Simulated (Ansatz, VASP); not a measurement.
## Two plane-wave programs on Si2C

Contents of INCAR:

```
SYSTEM = Si2C
PREC     = Accurate       ! precision mode
ENCUT    = 520            ! plane-wave cutoff, eV
EDIFF    = 1E-6           ! SCF threshold, eV
ISMEAR   = 0              ! smearing method
SIGMA    = 0.1            ! smearing width, eV
LREAL    = .FALSE.        ! projectors in reciprocal space
LASPH    = .TRUE.         ! aspherical terms in the spheres
NELM     = 60             ! most SCF steps
ALGO     = Normal         ! electronic algorithm
ISIF     = 2              ! what is computed and relaxed
LWAVE    = .FALSE.        ! write WAVECAR
LCHARG   = .TRUE.         ! write CHGCAR
GGA      = PE             ! functional
LELF     = .TRUE.         ! ELF
LVHAR    = .TRUE.       
NBANDS   = 21             ! bands
```

The input KPOINTS:

```
regular mesh
0
G
  6 6 4
  0 0 0
```

Contents of POSCAR:

```
Si2C
1.0
    1.3570166900     -7.0512655800      0.0000000000
    1.3570166900      7.0512655800      0.0000000000
    0.0000000000      0.0000000000      4.5153730400
Si C
4 2
Direct
    0.1111111100      0.8888888900      0.2500000000
    0.7777777800      0.2222222200      0.2500000000
    0.2222222200      0.7777777800      0.7500000000
    0.8888888900      0.1111111100      0.7500000000
    0.4444444400      0.5555555600      0.2500000000
    0.5555555600      0.4444444400      0.7500000000
```

Input for Ansatz:

```yaml
crystal:
  lattice:
    - [1.35701669, -7.05126558, 0.0]
    - [1.35701669, 7.05126558, 0.0]
    - [0.0, 0.0, 4.51537304]
  atoms:
    - { symbol: Si, position: [0.11111111, 0.88888889, 0.25] }
    - { symbol: Si, position: [0.77777778, 0.22222222, 0.25] }
    - { symbol: Si, position: [0.22222222, 0.77777778, 0.75] }
    - { symbol: Si, position: [0.88888889, 0.11111111, 0.75] }
    - { symbol: C, position: [0.44444444, 0.55555556, 0.25] }
    - { symbol: C, position: [0.55555556, 0.44444444, 0.75] }
basis:
  ecutwfc: 420
kpoints:
  mp_grid: { grid: [6, 6, 4] }
hamiltonian:
  xc: pbe
scf:
  occupations: { method: gaussian, width: 0.1 }
  lower_state_search: "off"
output:
  forces: true
  stress: true
  eigenvalues: true
```

Alike in both runs: task single point; functional PBE; k mesh 6 × 6 × 4; occupations gaussian, width 0.1 eV; no spin polarisation.

```csv
,VASP,Ansatz
version,VASP 6.6.1,Ansatz 0.2.0
potentials or method,"VASP PAW PBE potentials, release 64 (Si, C), cutoff 520 eV","scalar-relativistic, plane waves, PAW"
valence electrons in the cell,24,24
```

VASP gave:

| Quantity | Value |
| --- | --- |
| gap on the k mesh at the Fermi level (eV) | none |
| pressure (GPa) | -14.9 |
| traceless stress, the component that is largest in VASP (GPa) | 4.56 |
| rms of the force components (eV/Å) | 0.515 |

Task: What did Ansatz give for the same quantities?

Result: gap on the k mesh at the Fermi level (eV): none; pressure (GPa): -14.9; traceless stress, the component that is largest in VASP (GPa): 4.57; rms of the force components (eV/Å): 0.517.

Atom by atom the forces differ by 0.002 eV/Å (rms over components). A gap of «none» marks a metal or a gap that the smearing closes.

The k mesh is coarse, so the values compare programs but aren't converged.
